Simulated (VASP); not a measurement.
Here is a VASP 6.6.1 calculation.

The input POSCAR:

```
B3AsN2
1.0
    2.8430030811      0.0000000000      0.0000000000
   -1.4215015406      2.4621128913      0.0000000000
    0.0000000000      0.0000000000      7.1043171405
N As B
2 1 3
Direct
    0.0000000000      0.0000000000      0.0168271067
    0.3333333333      0.6666666667      0.3056058697
    0.6666666667      0.3333333333      0.6659931231
    0.3333333333      0.6666666667      0.0875792938
    0.6666666667      0.3333333333      0.3747492133
    0.0000000000      0.0000000000      0.7992453934
```

Contents of INCAR.step1:

```
SYSTEM = B3AsN2
PREC = Accurate
ENCUT = 520
ISMEAR = -1
SIGMA = 0.02
LREAL = .False.
LASPH = .True.
NELM = 100
NBANDS = 21
GGA = PE
ALGO = Normal
EDIFF = 1E-4
LWAVE = .True.
LCHARG = .False.
```

The input INCAR.step2:

```
SYSTEM = B3AsN2
PREC = Accurate
ENCUT = 520
EDIFF = 1E-6
ISMEAR = -1
SIGMA = 0.02
LREAL = .False.
LASPH = .True.
NELM = 100
ALGO = Normal
ISIF = 2
LWAVE = .False.
LCHARG = .True.
METAGGA = R2SCAN
LMIXTAU = .True.
LELF = .True.
LVHAR = .True.
NBANDS = 21
ISTART = 1
```

Contents of KPOINTS:

```
Automatic mesh
0
Gamma
  12 12 4
  0 0 0
```

Potentials or basis: VASP PAW PBE potentials, release 64 (N, As, B).

Command:

```bash
$ cat potpaw_PBE.64/N/POTCAR potpaw_PBE.64/As/POTCAR potpaw_PBE.64/B/POTCAR > POTCAR
$ cp INCAR.step1 INCAR
$ mpirun -np 1 vasp_std > vasp.out
$ cp INCAR.step2 INCAR
$ mpirun -np 1 vasp_std > vasp.out
```

Problem. Estimate the pressure.

Solution. 1.0 GPa.

Problem. Estimate the band gap on the k mesh.

Solution. Zero (bands 12 and 13 overlap by 1.03 eV).

Problem. Predict the largest force.

Solution. 0.089 eV/Å.

Forces on the atoms (eV/Å):
```
N    0.000  0.000  0.025
N    0.000  0.000  0.037
As   0.000  0.000 -0.089
B    0.000  0.000 -0.033
B    0.000  0.000 -0.029
B    0.000  0.000  0.088
```

Caveat: the PAW data sets were made with another functional, which shifts forces and pressure a little.
